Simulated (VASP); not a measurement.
# GaAs (qpbe) (F-43m) in VASP: relaxation of cell and atoms with PBE

Aim: the relaxation of cell and atoms of GaAs (qpbe) with PBE.

Everything below comes from runs of VASP 6.6.1. Logs are shortened: lines on timing, memory, paths and dates and some standing lists are left out, and cuts for length are marked.

## Step 1: The cell of the first run

The structure is cubic, space group F-43m (No. 216). Conventional cell: a = 5.750 Å, b = 5.750 Å, c = 5.750 Å, α = 90.00°, β = 90.00°, γ = 90.00°. Within 3.3 Å of Ga (site symmetry -43m) lie 4 As at 2.49 Å. As (site symmetry -43m) has 4 Ga at 2.49 Å within 3.3 Å.

## Step 2: Relaxation of cell and atoms, PBE

INCAR

```
PREC     = Accurate       # precision mode
ENCUT    = 600            # plane-wave cutoff, eV
EDIFF    = 1E-6           # SCF threshold, eV
ISMEAR   = 0              # smearing method
SIGMA    = 0.01           # smearing width, eV
LREAL    = False          # projectors in reciprocal space
LASPH    = True           # aspherical terms in the spheres
NELM     = 100            # most SCF steps
ALGO     = Normal         # electronic algorithm
ISIF     = 3              # what is computed and relaxed
LWAVE    = False          # write WAVECAR
LCHARG   = False          # write CHGCAR
GGA      = PE             # functional
IBRION   = 2              # ionic algorithm
NSW      = 100            # ionic steps
EDIFFG   = -0.002         # ionic threshold
```

KPOINTS

```
regular mesh
0
Gamma
  10 10 10
```

POSCAR

```
GaAs
1.0
    0.0000000000      2.8750910500      2.8750910500
    2.8750910500      0.0000000000      2.8750910500
    2.8750910500      2.8750910500      0.0000000000
Ga As
1 1
Direct
    0.0000000000      0.0000000000      0.0000000000
    0.7500000000      0.7500000000      0.7500000000
```

Potentials or basis: VASP PAW PBE potentials, release 64 (Ga_d, As).

On the command line:

```console
> cat potpaw_PBE.64/Ga_d/POTCAR potpaw_PBE.64/As/POTCAR > POTCAR
> mpirun -np 1 vasp_std > vasp.out
```

OUTCAR:

```text
PREC = Accurate
   ENCUT = 600
   EDIFF = 1E-6
   ISMEAR = 0
   LREAL = False
   LASPH = True
   NELM = 100
   ISIF = 3
   GGA = PE
   IBRION = 2
   NSW = 100
   EDIFFG = -0.002

 ion  position               nearest neighbor table
   1  0.000  0.000  0.000-   2 2.49   2 2.49   2 2.49   2 2.49
   2  0.750  0.750  0.750-   1 2.49   1 2.49   1 2.49   1 2.49

  LATTYP: Found a face centered cubic cell.
 ALAT       =     5.7501821000

  Lattice vectors:

 A1 = (   0.0000000000,   2.8750910500,   2.8750910500)
 A2 = (   2.8750910500,   0.0000000000,   2.8750910500)
 A3 = (   2.8750910500,   2.8750910500,   0.0000000000)

Analysis of symmetry for initial positions (statically):
=====================================================================
 Subroutine PRICEL returns:
 Original cell was already a primitive cell.

 Routine SETGRP: Setting up the symmetry group for a
 face centered cubic supercell.

 Subroutine GETGRP returns: Found 24 space group operations
 (whereof 24 operations were pure point group operations)
 out of a pool of 48 trial point group operations.

The static configuration has the point symmetry T_d .

Analysis of symmetry for dynamics (positions and initial velocities):
=====================================================================
 Subroutine PRICEL returns:
 Original cell was already a primitive cell.

 Routine SETGRP: Setting up the symmetry group for a
 face centered cubic supercell.

 Subroutine GETGRP returns: Found 24 space group operations
 (whereof 24 operations were pure point group operations)
 out of a pool of 48 trial point group operations.

The dynamic configuration has the point symmetry T_d .

 Subroutine INISYM returns: Found 24 space group operations
 (whereof 24 operations are pure point group operations),
 and found     1 'primitive' translations

----------------------------------------------------------------------------------------

                                     Primitive cell

  volume of cell :      47.5319

  direct lattice vectors                    reciprocal lattice vectors
     0.000000000  2.875091050  2.875091050    -0.173907536  0.173907536  0.173907536
     2.875091050  0.000000000  2.875091050     0.173907536 -0.173907536  0.173907536
     2.875091050  2.875091050  0.000000000     0.173907536  0.173907536 -0.173907536

  length of vectors
     4.065992756  4.065992756  4.065992756     0.301216688  0.301216688  0.301216688
[... 96 lines left out ...]
   ISMEAR =     0;   SIGMA  =   0.01  broadening in eV -4-tet -1-fermi 0-gaus
   EFERMI_NEDOS =   21; number of points for ismear=-14 and -15
   IALGO  =     38    algorithm
   IMIX   =      4    mixing-type and parameters
     AMIX     =   0.40;   BMIX     =  1.00
     AMIX_MAG =   1.60;   BMIX_MAG =  1.00
  volume/ion in A,a.u.               =      23.77       160.38
  Fermi-wavevector in a.u.,A,eV,Ry     =   1.184415  2.238221 19.086796  1.402840
  Thomas-Fermi vector in A             =   2.320630
   LORBIT       =      0    0 simple, 1 ext, 2 COOP (PROOUT), +10 PAW based schemes
   GGA     = PE    functional components
   LHFCALC =     F    Hartree Fock is set to
   AEXX    =    0.0000 exact exchange contribution
   IVDW    =     0    specifies the selected vdW correction
   LEPSILON=     F    determine dielectric tensor
   LRPA    =     F    only Hartree local field effects (RPA)
 conjugate gradient relaxation of ions
 non-spin polarized calculation
 Gauss-broadening in eV      SIGMA  =   0.01
  energy-cutoff  :      600.00
  volume of cell :       47.53
 maximum number of plane-waves:      1604
   NGX = 17   NGY = 17   NGZ = 17

--------------------------------------- Ionic step        1  -------------------------------------------

 number of electron      17.9999994 magnetization

 Free energy of the ion-electron system (eV)
  ---------------------------------------------------
  ext. energy  EPLUGINS =         0.00000000
  ---------------------------------------------------
  free energy    TOTEN  =        -8.27513008 eV

  energy without entropy =       -8.27513008  energy(sigma->0) =       -8.27513008

------------------------ aborting loop because EDIFF is reached ----------------------------------------

  FORCE on cell =-STRESS in cart. coord.  units (eV):
  Direction    XX          YY          ZZ          XY          YZ          ZX
  --------------------------------------------------------------------------------------
  -------------------------------------------------------------------------------------
  Total       -0.0075819     -0.0075819     -0.0075819     -0.0000000     -0.0000000      0.0000000
  in kB       -0.2555663     -0.2555663     -0.2555663     -0.0000000     -0.0000000      0.0000000
  external PRESSURE =      -0.2555663 kB  Pullay stress =       0.0000000 kB
[... 167 lines left out ...]
--------------------------------------- Ionic step        6  -------------------------------------------

 number of electron      17.9999994 magnetization

 Free energy of the ion-electron system (eV)
  ---------------------------------------------------
  ext. energy  EPLUGINS =         0.00000000
  ---------------------------------------------------
  free energy    TOTEN  =        -8.27513117 eV

  energy without entropy =       -8.27513117  energy(sigma->0) =       -8.27513117

 E-fermi :   3.5645     XC(G=0):  -9.3622

 val. band max:        3.4688483416   @ k =   0.0000   0.0000   0.0000
 cond. band min:       3.6149868063   @ k =   0.0000   0.0000   0.0000
 fundamental gap:      0.1461384647
 Fermi energy:         3.5645350752

 k-point     1 :       0.0000    0.0000    0.0000
  band No.  band energies     occupation
      1     -11.2554      2.00000
      2     -11.2554      2.00000
      3     -11.2554      2.00000
      4     -11.1879      2.00000
      5     -11.1879      2.00000
      6      -8.9051      2.00000
      7       3.4688      2.00000
      8       3.4688      2.00000
      9       3.4688      2.00000
     10       3.6150      0.00000
     11       7.1838      0.00000
     12       7.1838      0.00000
     13       7.1838      0.00000
[... 354 lines left out ...]
  band No.  band energies     occupation
      1     -11.3310      2.00000
      2     -11.2251      2.00000
      3     -11.2239      2.00000
      4     -11.2021      2.00000
      5     -11.1797      2.00000
      6      -7.3038      2.00000
      7      -2.0663      2.00000
      8       1.0535      2.00000
      9       1.3689      2.00000
     10       5.3531      0.00000
     11       6.2941      0.00000
     12      10.5405      0.00000
     13      11.1711      0.00000

 [... further k-points ...]
[... 5 lines left out ...]
  --------------------------------------------------------------------------------------
  -------------------------------------------------------------------------------------
  Total       -0.0022006     -0.0022006     -0.0022006     -0.0000000      0.0000000      0.0000000
  in kB       -0.0741902     -0.0741902     -0.0741902     -0.0000000      0.0000000      0.0000000
  external PRESSURE =      -0.0741902 kB  Pullay stress =       0.0000000 kB
[... 17 lines left out ...]
  FREE ENERGIE OF THE ION-ELECTRON SYSTEM (eV)
  ---------------------------------------------------
  free  energy   TOTEN  =        -8.2751311712 eV

  energy  without entropy=       -8.2751311712  energy(sigma->0) =       -8.27513117

 reached required accuracy - stopping structural energy minimisation
```

OSZICAR:

```text
N       E                     dE             d eps       ncg     rms          rms(c)
DAV:   1     0.862658861106E+02    0.86266E+02   -0.10053E+04  1230   0.202E+03
DAV:   2    -0.144641195325E+01   -0.87712E+02   -0.84602E+02  1317   0.355E+02
DAV:   3    -0.829374122296E+01   -0.68473E+01   -0.67909E+01  1522   0.797E+01
DAV:   4    -0.842251499489E+01   -0.12877E+00   -0.12868E+00  1420   0.120E+01
[... 27 lines left out ...]
DAV:   1    -0.827513232925E+01   -0.53810E-06   -0.16539E-05  1577   0.781E-02    0.616E-03
DAV:   2    -0.827513139071E+01    0.93854E-06   -0.18500E-06   651   0.322E-02
   5 F= -.82751314E+01 E0= -.82751314E+01  d E =-.131544E-05
       N       E                     dE             d eps       ncg     rms          rms(c)
DAV:   1    -0.827513131851E+01    0.10107E-05   -0.57441E-07   611   0.142E-02    0.245E-03
DAV:   2    -0.827513117119E+01    0.14732E-06   -0.12665E-07   611   0.771E-03
   6 F= -.82751312E+01 E0= -.82751312E+01  d E =-.109591E-05
```

It took 48 s on 1 thread of Intel Xeon Platinum 8259CL at 2.50GHz (Skylake/Cascade Lake), shared host; peak memory 0.2 GiB.

What came out:

- Free energy: -8.2751 eV
- Relaxed volume: 23.76 Å³/atom
- Relaxed cell: a = 4.066 Å, b = 4.066 Å, c = 4.066 Å, α = 60.00°, β = 60.00°, γ = 60.00°
- Space group after relaxing (to 0.05 Å): F-43m (No. 216)
- Energy gained by relaxing: 0.0 meV/atom
- Ionic steps: 6
- Pressure after relaxing: 0.0 GPa
- Band gap on the k mesh: 0.15 eV, direct

Final structure:
```
CELL_PARAMETERS angstrom
0.00000 2.87493 2.87493
2.87493 0.00000 2.87493
2.87493 2.87493 0.00000
ATOMIC_POSITIONS crystal
Ga 0.00000 0.00000 0.00000
As 0.75000 0.75000 0.75000
```
